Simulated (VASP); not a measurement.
Set up this calculation in VASP 6.6.1, as the native input.

| Item | Value |
| --- | --- |
| Task | single point |
| Functional | PBE |
| Potentials or basis | VASP PAW PBE potentials, release 64 (Eu, S) |
| Cutoff | 600 eV |
| k mesh | 7 × 7 × 7 |
| Occupations | gaussian, width 0.1 eV |
| Spin | collinear spin, ferromagnetic start |
| Starting moments | [7.0, 0.0] μB |
| Dipole correction | no |
| Further INCAR settings | ALGO = Normal; EDIFF = 1e-06; NBANDS = 22 |

The structure of EuS lies in POSCAR:

```
EuS
1.0
    0.0000000000      2.9785000000      2.9785000000
    2.9785000000      0.0000000000      2.9785000000
    2.9785000000      2.9785000000      0.0000000000
Eu S
1 1
Direct
    0.0000000000      0.0000000000      0.0000000000
    0.5000000000      0.5000000000      0.5000000000
```

The input as run:

INCAR

```
SYSTEM = EuS
PREC = Accurate ; ENCUT = 600
EDIFF = 1E-6 ; ISMEAR = 0
SIGMA = 0.1 ; LREAL = .FALSE.
LASPH = .TRUE. ; NELM = 200
ALGO = Normal ; ISIF = 2
LWAVE = .FALSE. ; LCHARG = .FALSE.
ISPIN = 2 ; MAGMOM = 7 0
LORBIT = 11 ; LMAXMIX = 6
GGA = PE ; NBANDS = 22
GGA_COMPAT = .FALSE.
```

KPOINTS

```
regular mesh
0
G
  7 7 7
  0 0 0
```

Potentials or basis: VASP PAW PBE potentials, release 64 (Eu, S).

Command:

```bash
$ cat potpaw_PBE.64/Eu/POTCAR potpaw_PBE.64/S/POTCAR > POTCAR
$ mpirun -np 1 vasp_std > vasp.out
```

Results of the run:

```yaml
Pressure: -2.8 GPa
Band_gap_on_the_k_mesh: zero (filled and empty bands overlap)
Net_moment: 6.97 μB per cell
Site_moments: Eu +6.58; S -0.07 μB
Valence_electrons_inside_the_program's_atomic_spheres: Eu 14.74; S 3.75
```

Caveat: spin-orbit coupling is left out, which moves the levels of the heavy elements; a cell with one magnetic atom can't hold antiferromagnetic order, which such compounds often take; without U or exact exchange the open f shell lies at the Fermi level, which spoils levels, moments and volumes.

Run time: 68 s on 1 thread of Intel(R) Xeon(R) Platinum 8375C CPU @ 2.90GHz (Ice Lake), with other jobs on the host, peak memory 0.27 GiB.
